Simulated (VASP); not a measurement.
Set up this calculation in VASP 6.6.1, as the native input.

```
Task                   : single point
Functional             : r2SCAN
Dispersion             : rVV10
Potentials or basis    : VASP PAW PBE potentials, release 64 (Si, C)
Cutoff                 : 660 eV
k mesh                 : 10 × 10 × 10
Occupations            : fermi-dirac, width 0.05 eV
Spin                   : no spin polarisation
Dipole correction      : no
Further INCAR settings : ALGO = Normal; EDIFF = 1e-06; NBANDS = 11
```

SiC (Moissanite 3C):

```
CELL_PARAMETERS angstrom
0.00000 2.20767 2.20767
2.20767 0.00000 2.20767
2.20767 2.20767 0.00000
ATOMIC_POSITIONS crystal
Si 0.00000 0.00000 0.00000
C 0.75000 0.75000 0.75000
```

One way to write it, as run:

POSCAR

```
SiC
1.0
    0.0000000000      2.2076743409      2.2076743409
    2.2076743409      0.0000000000      2.2076743409
    2.2076743409      2.2076743409      0.0000000000
Si C
1 1
Direct
    0.0000000000      0.0000000000      0.0000000000
    0.7500000000      0.7500000000      0.7500000000
```

INCAR.step1

```
SYSTEM = SiC
PREC = Accurate
ENCUT = 660
ISMEAR = -1
SIGMA = 0.05
LREAL = .False.
LASPH = .True.
NELM = 120
NBANDS = 11
GGA = PE
ALGO = Normal
EDIFF = 1E-5
LWAVE = .True.
LCHARG = .False.
GGA_COMPAT = .False.
```

INCAR.step2

```
SYSTEM = SiC
PREC = Accurate
ENCUT = 660
EDIFF = 1E-6
ISMEAR = -1
SIGMA = 0.05
LREAL = .False.
LASPH = .True.
NELM = 120
ALGO = Normal
ISIF = 2
LWAVE = .False.
LCHARG = .False.
METAGGA = R2SCAN
LMIXTAU = .True.
LUSE_VDW = .True.
IVDW_NL = 2
BPARAM = 11.95
CPARAM = 0.0093
NBANDS = 11
ISTART = 1
GGA_COMPAT = .False.
```

KPOINTS

```
regular mesh
0
Gamma
  10 10 10
  0 0 0
```

Potentials or basis: VASP PAW PBE potentials, release 64 (Si, C).

Launch:

```sh
$ cat potpaw_PBE.64/Si/POTCAR potpaw_PBE.64/C/POTCAR > POTCAR
$ cp INCAR.step1 INCAR
$ mpirun -np 1 vasp_std > vasp.out
$ cp INCAR.step2 INCAR
$ mpirun -np 1 vasp_std > vasp.out
```

Results of the run:

* Pressure: -9.4 GPa
* Band gap on the k mesh: 1.72 eV, indirect (least direct gap 4.98 eV)

Caveat: the PAW data sets were made with another functional, which shifts forces and pressure a little.

Wall time 70 s on 1 thread of Intel Xeon 6975P-C, on a shared host, peak memory 0.26 GiB.
